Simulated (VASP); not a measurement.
# ZnCu (P4/mmm) in VASP: single point with PBE

Aim: the single point of ZnCu with PBE.

All numbers are computed with VASP 6.6.1; they aren't measurements. Logs are shortened: lines on timing, memory, paths and dates and some standing lists are left out, and cuts for length are marked.

## (1) The cell of the first run

Symmetry: P4/mmm, No. 123, tetragonal system. Conventional cell: a = 2.848 Å, b = 2.848 Å, c = 3.324 Å, α = 90.00°, β = 90.00°, γ = 90.00°. Zn (site symmetry 4/mmm) has 8 Cu at 2.61 Å and 6 Zn at 2.85 to 3.32 Å within 3.4 Å. Cu (site symmetry 4/mmm) has 8 Zn at 2.61 Å and 6 Cu at 2.85 to 3.32 Å within 3.4 Å.

## (2) Single point, PBE, non-collinear spin, typed start, spin-orbit coupling

Input file POSCAR:

```
ZnCu
1.0
    4.0277473400      0.0000000000      0.0000000000
    0.0000000000      4.0277473400      0.0000000000
    0.0000000000      0.0000000000      3.3235382400
Zn Cu
2 2
Direct
    0.0000000000      0.5000000000      0.5000000000
    0.5000000000      0.0000000000      0.5000000000
    0.5000000000      0.5000000000      0.0000000000
    0.0000000000      0.0000000000      0.0000000000
```

Input file INCAR.step1:

```
  PREC = Accurate
  ENCUT = 520
  EDIFF = 1E-6
  ISMEAR = -1
  SIGMA = 0.1
  LREAL = F
  LASPH = T
  NELM = 200
  ALGO = Normal
  ISIF = 2
  LWAVE = F
  LCHARG = T
  MAGMOM = 0 0 0 0 0 0 0 0 1 0 0 1
  LSORBIT = T
  GGA_COMPAT = F
  LORBMOM = T
  LMAXMIX = 4
  GGA = PE
  NBANDS = 60
  NEDOS = 2001
  LORBIT = 11
  KPAR = 4
```

Input file KPOINTS.step1:

```
Automatic mesh
0
Gamma
  7 7 8
```

Input file INCAR.step2:

```
  PREC = Accurate
  ENCUT = 520
  EDIFF = 1E-6
  ISMEAR = -5
  SIGMA = 0.1
  LREAL = F
  LASPH = T
  NELM = 200
  ALGO = Normal
  ISIF = 2
  LWAVE = F
  LCHARG = F
  MAGMOM = 0 0 0 0 0 0 0 0 1 0 0 1
  LORBIT = 10
  LSORBIT = T
  GGA_COMPAT = F
  LORBMOM = T
  LMAXMIX = 4
  GGA = PE
  NBANDS = 60
  NEDOS = 2001
  ICHARG = 11
  KPAR = 4
```

Input file KPOINTS.step2:

```
Automatic mesh
0
Gamma
  11 11 12
```

Potentials or basis: VASP PAW PBE potentials, release 64 (Zn, Cu).

Started as:

```
$ cat potpaw_PBE.64/Zn/POTCAR potpaw_PBE.64/Cu/POTCAR > POTCAR
$ cp INCAR.step1 INCAR
$ cp KPOINTS.step1 KPOINTS
$ mpirun -np 4 vasp_ncl > vasp.out
$ cp INCAR.step2 INCAR
$ cp KPOINTS.step2 KPOINTS
$ mpirun -np 4 vasp_ncl > vasp.out
```

OUTCAR:

```text
PREC = Accurate
   ENCUT = 520
   EDIFF = 1E-6
   ISMEAR = -5
   LREAL = F
   LASPH = T
   NELM = 200
   ISIF = 2
   LORBIT = 10
   LSORBIT = T
   GGA = PE
   ICHARG = 11

 ion  position               nearest neighbor table
   1  0.000  0.500  0.500-   3 2.61   4 2.61   3 2.61   4 2.61   4 2.61   4 2.61   3 2.61   3 2.61
                             2 2.85   2 2.85   2 2.85   2 2.85
   2  0.500  0.000  0.500-   3 2.61   4 2.61   3 2.61   4 2.61   3 2.61   3 2.61   4 2.61   4 2.61
                             1 2.85   1 2.85   1 2.85   1 2.85
   3  0.500  0.500  0.000-   1 2.61   2 2.61   1 2.61   2 2.61   2 2.61   2 2.61   1 2.61   1 2.61

   4  0.000  0.000  0.000-   1 2.61   2 2.61   1 2.61   2 2.61   1 2.61   1 2.61   2 2.61   2 2.61

  LATTYP: Found a simple tetragonal cell.
 ALAT       =     4.0277473400
 C/A-ratio  =     0.8251605574

  Lattice vectors:

 A1 = (   4.0277473400,   0.0000000000,   0.0000000000)
 A2 = (   0.0000000000,   4.0277473400,   0.0000000000)
 A3 = (   0.0000000000,   0.0000000000,   3.3235382400)

Analysis of symmetry for initial positions (statically):
=====================================================================
 Subroutine PRICEL returns following result:

  LATTYP: Found a simple tetragonal cell.
 ALAT       =     2.8480474570
 C/A-ratio  =     1.1669532514
[... 12 lines left out ...]
 Subroutine GETGRP returns: Found 16 space group operations
 (whereof 16 operations were pure point group operations)
 out of a pool of 16 trial point group operations.

The static configuration has the point symmetry D_4h.

Analysis of symmetry for dynamics (positions and initial velocities):
=====================================================================
 Subroutine PRICEL returns following result:

  LATTYP: Found a simple tetragonal cell.
 ALAT       =     2.8480474570
 C/A-ratio  =     1.1669532514
[... 12 lines left out ...]
 Subroutine GETGRP returns: Found 16 space group operations
 (whereof 16 operations were pure point group operations)
 out of a pool of 16 trial point group operations.

The dynamic configuration has the point symmetry D_4h.

Analysis of structural, dynamic, and magnetic symmetry:
=====================================================================
 Subroutine PRICEL returns following result:

  LATTYP: Found a simple tetragonal cell.
 ALAT       =     2.8480474570
 C/A-ratio  =     1.1669532514
[... 12 lines left out ...]
 Subroutine GETGRP returns: Found  8 space group operations
 (whereof  8 operations were pure point group operations)
 out of a pool of 16 trial point group operations.

The overall configuration has the point symmetry C_4h.

 Subroutine INISYM returns: Found  8 space group operations
 (whereof  8 operations are pure point group operations),
 and found     2 'primitive' translations

----------------------------------------------------------------------------------------

                                     Primitive cell

  volume of cell :      26.9585

  direct lattice vectors                    reciprocal lattice vectors
     2.013873670 -2.013873670  0.000000000     0.248277738 -0.248277738  0.000000000
     2.013873670  2.013873670  0.000000000     0.248277738  0.248277738  0.000000000
     0.000000000  0.000000000  3.323538240     0.000000000  0.000000000  0.300884157

  length of vectors
     2.848047457  2.848047457  3.323538240     0.351117745  0.351117745  0.300884157

  position of ions in fractional coordinates (direct lattice)
     0.500000000  0.500000000  0.500000000
     0.000000000  0.000000000  0.000000000

  ion indices of the primitive-cell ions
   primitive index   ion index
                 1           1
                 2           3

----------------------------------------------------------------------------------------

 KPOINTS: Automatic mesh

Automatic generation of k-mesh.
 Grid dimensions read from file:
 generate k-points for:   11   11   12

 Generating k-lattice:

  Cartesian coordinates                     Fractional coordinates (reciprocal lattice)
     0.022570703  0.000000000  0.000000000     0.090909091  0.000000000  0.000000000
     0.000000000  0.022570703  0.000000000     0.000000000  0.090909091  0.000000000
     0.000000000  0.000000000  0.025073680     0.000000000  0.000000000  0.083333333

  Length of vectors
     0.022570703  0.022570703  0.025073680

  Shift w.r.t. Gamma in fractional coordinates (k-lattice)
     0.000000000  0.000000000  0.000000000

 TETIRR: Found   4182 inequivalent tetrahedra from     8712

 Subroutine IBZKPT returns following result:
[... 64 lines left out ...]
   ISMEAR =    -5;   SIGMA  =   0.10  broadening in eV -4-tet -1-fermi 0-gaus
   EFERMI_NEDOS =   21; number of points for ismear=-14 and -15
   IALGO  =     38    algorithm
   IMIX   =      4    mixing-type and parameters
     AMIX     =   0.40;   BMIX     =  1.00
     AMIX_MAG =   1.60;   BMIX_MAG =  1.00
  volume/ion in A,a.u.               =      13.48        90.96
  Fermi-wavevector in a.u.,A,eV,Ry     =   1.552694  2.934165 32.801702  2.410857
  Thomas-Fermi vector in A             =   2.657032
   LORBIT       =     10    0 simple, 1 ext, 2 COOP (PROOUT), +10 PAW based schemes
   GGA     = PE    functional components
   LHFCALC =     F    Hartree Fock is set to
   AEXX    =    0.0000 exact exchange contribution
   IVDW    =     0    specifies the selected vdW correction
   LEPSILON=     F    determine dielectric tensor
   LRPA    =     F    only Hartree local field effects (RPA)
 Fermi weights with tetrahedron method with Bloechl corrections
  energy-cutoff  :      520.00
  volume of cell :       53.92
 maximum number of plane-waves:      2952
 NGX is ok and might be reduce to    30

 number of electron      46.0000063 magnetization       0.0000000     -0.0000000     -0.0000152

 Free energy of the ion-electron system (eV)
  ---------------------------------------------------
  ext. energy  EPLUGINS =         0.00000000
  ---------------------------------------------------
  free energy    TOTEN  =       -10.02998394 eV

  energy without entropy =      -10.02998394  energy(sigma->0) =      -10.02998394

 E-fermi :   5.0335     XC(G=0): -12.1022

 val. band max:        5.1291488053   @ k =   0.3636   0.1818   0.2500
 cond. band min:       4.9016823442   @ k =   0.1818   0.1818   0.2500
 fundamental gap:     -0.2274664611
 Fermi energy:         5.0335199953

 k-point     1 :       0.0000    0.0000    0.0000
  band No.  band energies     occupation
      1      -4.8972      1.00000
      2      -4.8972      1.00000
      3      -2.9145      1.00000
      4      -2.9145      1.00000
      5      -2.7514      1.00000
      6      -2.7514      1.00000
[... 1453 lines left out ...]
     57      14.8561      0.00000
     58      14.8582      0.00000

 [... further k-points ...]

 [bands above 58 left out]

------------------------ aborting loop because EDIFF is reached ----------------------------------------

  FORCE on cell =-STRESS in cart. coord.  units (eV):
  Direction    XX          YY          ZZ          XY          YZ          ZX
  --------------------------------------------------------------------------------------
  -------------------------------------------------------------------------------------
  Total       -0.5798134     -0.5798134     -0.6253207      0.0000001      0.0000000     -0.0000000
  in kB      -17.2295422    -17.2295422    -18.5818209      0.0000044      0.0000000     -0.0000000
  external PRESSURE =     -17.6803018 kB  Pullay stress =       0.0000000 kB

 VOLUME and BASIS-vectors are now :
 -----------------------------------------------------------------------------
  energy-cutoff  :      520.00
  volume of cell :       53.92
      direct lattice vectors                 reciprocal lattice vectors
     4.027747340  0.000000000  0.000000000     0.248277738  0.000000000  0.000000000
     0.000000000  4.027747340  0.000000000     0.000000000  0.248277738  0.000000000
     0.000000000  0.000000000  3.323538240     0.000000000  0.000000000  0.300884157

 POSITION                                       TOTAL-FORCE (eV/Angst)
 -----------------------------------------------------------------------------------
      0.00000      2.01387      1.66177         0.000000     -0.000000     -0.000000
      2.01387      0.00000      1.66177         0.000000     -0.000000      0.000000
      2.01387      2.01387      0.00000        -0.000000      0.000000      0.000000
      0.00000      0.00000      0.00000         0.000000     -0.000000      0.000000
 -----------------------------------------------------------------------------------
    total drift:                                0.000000      0.000000      0.000000

  FREE ENERGIE OF THE ION-ELECTRON SYSTEM (eV)
  ---------------------------------------------------
  free  energy   TOTEN  =       -10.0299839403 eV

  energy  without entropy=      -10.0299839403  energy(sigma->0) =      -10.02998394

 orbital moment (x)

 # of ion     p       d       tot
 ----------------------------------------
  1         0.000   0.000   0.000
  2         0.000   0.000   0.000
  3         0.000  -0.000  -0.000
  4         0.000  -0.000  -0.000
 ----------------------------------------
            0.000   0.000   0.000

 orbital moment (y)

 # of ion     p       d       tot
 ----------------------------------------
  1         0.000   0.000   0.000
  2         0.000  -0.000  -0.000
  3        -0.000   0.000  -0.000
  4        -0.000   0.000   0.000
 ----------------------------------------
            0.000  -0.000  -0.000

 orbital moment (z)

 # of ion     p       d       tot
 ----------------------------------------
  1         0.000   0.000   0.000
  2         0.000   0.000   0.000
  3        -0.000   0.000  -0.000
  4        -0.000   0.000  -0.000
 ----------------------------------------
           -0.000   0.000   0.000

 Spin-Orbit-Coupling matrix elements

 Ion:    1  E_soc:     -0.0091754
 l=   1
     0.0000000    -0.0004425    -0.0004609
    -0.0004425     0.0000000    -0.0004425
    -0.0004609    -0.0004425     0.0000000
 l=   2
     0.0000000    -0.0002198     0.0000000    -0.0002198    -0.0008419
    -0.0002198     0.0000000    -0.0006325    -0.0002388    -0.0002282
     0.0000000    -0.0006325     0.0000000    -0.0006325     0.0000000
    -0.0002198    -0.0002388    -0.0006325     0.0000000    -0.0002282
    -0.0008419    -0.0002282     0.0000000    -0.0002282     0.0000000
 l=   3
     0.0000000     0.0000000     0.0000000     0.0000000     0.0000000     0.0000000     0.0000000
     0.0000000     0.0000000     0.0000000     0.0000000     0.0000000     0.0000000     0.0000000
     0.0000000     0.0000000     0.0000000     0.0000000     0.0000000     0.0000000     0.0000000
     0.0000000     0.0000000     0.0000000     0.0000000     0.0000000     0.0000000     0.0000000
[... 49 lines left out ...]
 l=   2
     0.0000000    -0.0003812     0.0000000    -0.0003812    -0.0013837
    -0.0003812     0.0000000    -0.0010388    -0.0003649    -0.0003342
     0.0000000    -0.0010388     0.0000000    -0.0010388     0.0000000
    -0.0003812    -0.0003649    -0.0010388     0.0000000    -0.0003342
    -0.0013837    -0.0003342     0.0000000    -0.0003342     0.0000000
 l=   3
     0.0000000     0.0000000     0.0000000     0.0000000     0.0000000     0.0000000     0.0000000
     0.0000000     0.0000000     0.0000000     0.0000000     0.0000000     0.0000000     0.0000000
     0.0000000     0.0000000     0.0000000     0.0000000     0.0000000     0.0000000     0.0000000
     0.0000000     0.0000000     0.0000000     0.0000000     0.0000000     0.0000000     0.0000000
     0.0000000     0.0000000     0.0000000     0.0000000     0.0000000     0.0000000     0.0000000
     0.0000000     0.0000000     0.0000000     0.0000000     0.0000000     0.0000000     0.0000000
     0.0000000     0.0000000     0.0000000     0.0000000     0.0000000     0.0000000     0.0000000

 total charge

# of ion       s       p       d       tot
------------------------------------------
    1        0.574   0.481   9.730  10.785
    2        0.574   0.481   9.730  10.785
    3        0.413   0.347   9.176   9.935
    4        0.413   0.347   9.176   9.935
--------------------------------------------------
tot          1.974   1.655  37.812  41.441

 magnetization (x)

# of ion       s       p       d       tot
------------------------------------------
    1        0.000  -0.000  -0.000  -0.000
    2        0.000  -0.000  -0.000  -0.000
    3       -0.000  -0.000  -0.000  -0.000
    4       -0.000   0.000   0.000  -0.000
--------------------------------------------------
tot         -0.000   0.000  -0.000  -0.000

 magnetization (y)

# of ion       s       p       d       tot
------------------------------------------
    1        0.000   0.000  -0.000   0.000
    2        0.000  -0.000  -0.000  -0.000
    3       -0.000  -0.000   0.000  -0.000
    4       -0.000  -0.000   0.000  -0.000
--------------------------------------------------
tot         -0.000  -0.000   0.000  -0.000

 magnetization (z)

# of ion       s       p       d       tot
------------------------------------------
    1        0.000  -0.000   0.000   0.000
    2        0.000  -0.000   0.000   0.000
    3       -0.000  -0.000   0.000   0.000
    4       -0.000  -0.000   0.000   0.000
--------------------------------------------------
tot          0.000  -0.000   0.000   0.000
```

Run time: 3.1 min. Hardware: 4 MPI ranks of Intel Xeon 6975P-C (Granite Rapids), shared host; peak memory 0.93 GiB.

What came out:

```
Net moment                                            : 0.00 μB per cell
Valence electrons inside the program's atomic spheres : Zn 10.79; Cu 9.94
```

Moments on the atoms (μB; x, y, z):
```
Zn  0.00 0.00 0.00
Zn  0.00 0.00 0.00
Cu  0.00 0.00 0.00
Cu  0.00 0.00 0.00
```
